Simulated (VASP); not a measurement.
A run of VASP 6.6.1:

Contents of INCAR:

```
SYSTEM = Mo
PREC     = Accurate       ! precision mode
ENCUT    = 520            ! plane-wave cutoff, eV
EDIFF    = 1E-6           ! SCF threshold, eV
ISMEAR   = 0              ! smearing method
SIGMA    = 0.15           ! smearing width, eV
LREAL    = .False.        ! projectors in reciprocal space
LASPH    = .True.         ! aspherical terms in the spheres
NELM     = 60             ! most SCF steps
ALGO     = Normal         ! electronic algorithm
ISIF     = 2              ! what is computed and relaxed
LWAVE    = .False.        ! write WAVECAR
LCHARG   = .False.        ! write CHGCAR
NBANDS   = 13             ! bands
```

Contents of KPOINTS:

```
Automatic mesh
0
Gamma
  16 16 16
  0 0 0
```

The input POSCAR:

```
Mo
1.0
   -1.5555908436      1.5555908436      1.5555908436
    1.5555908436     -1.5555908436      1.5555908436
    1.5555908436      1.5555908436     -1.5555908436
Mo
1
Direct
    0.0000000000      0.0000000000      0.0000000000
```

Potentials or basis: VASP PAW LDA potentials, release 64 (Mo_sv).

Run with:

```console
$ cat potpaw_LDA.64/Mo_sv/POTCAR > POTCAR
$ mpirun -np 1 vasp_std > vasp.out
```

Hardware: 1 thread of Intel(R) Xeon(R) 6975P-C (Granite Rapids) (shared host).

Q: Estimate the wall time of this run.

A: Wall time 11 s on 1 thread of Intel(R) Xeon(R) 6975P-C (Granite Rapids) (shared host), peak memory 0.13 GiB. Counts: scf iterations 11, k points 145.
